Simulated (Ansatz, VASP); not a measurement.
One calculation of Al3B2Sb, two programs

```
CELL_PARAMETERS angstrom
3.67955 0.00000 0.00000
-1.83977 3.18658 0.00000
0.00000 0.00000 9.32586
ATOMIC_POSITIONS crystal
Al 0.66667 0.33333 0.70271
Al 0.33333 0.66667 0.97342
Al 0.66667 0.33333 0.15930
B 0.33333 0.66667 0.75193
B 0.66667 0.33333 0.45380
Sb 0.00000 0.00000 0.38309
```

Alike in both runs: functional PBE; k mesh 5 × 5 × 2; occupations gaussian, width 0.2 eV; no spin polarisation.

Ansatz relaxed the structure, and its values are those at the end. VASP's run is a single point on that final structure, the one shown.

|  | VASP | Ansatz |
| --- | --- | --- |
| version | VASP 6.6.1 | Ansatz 0.2.0 |
| potentials or method | VASP PAW PBE potentials, release 64 (Al, B, Sb), cutoff 500 eV | scalar-relativistic, plane waves, PAW |
| valence electrons in the cell | 20 | 30 |

```csv
,VASP,Ansatz,Ansatz less VASP
gap on the k mesh at the Fermi level (eV),none,none,-
pressure (GPa),0.1,0.0,-0.15
rms of the force components (eV/Å),0.033,0.027,-0.0062
```

A gap of «none» marks a metal or a gap that the smearing closes. VASP's potentials hold 20 valence electrons a cell and Ansatz's 30, so a difference there can come from the potentials and not from the codes.

The k mesh is coarse, so the values compare programs but aren't converged. Spin-orbit coupling is off throughout.
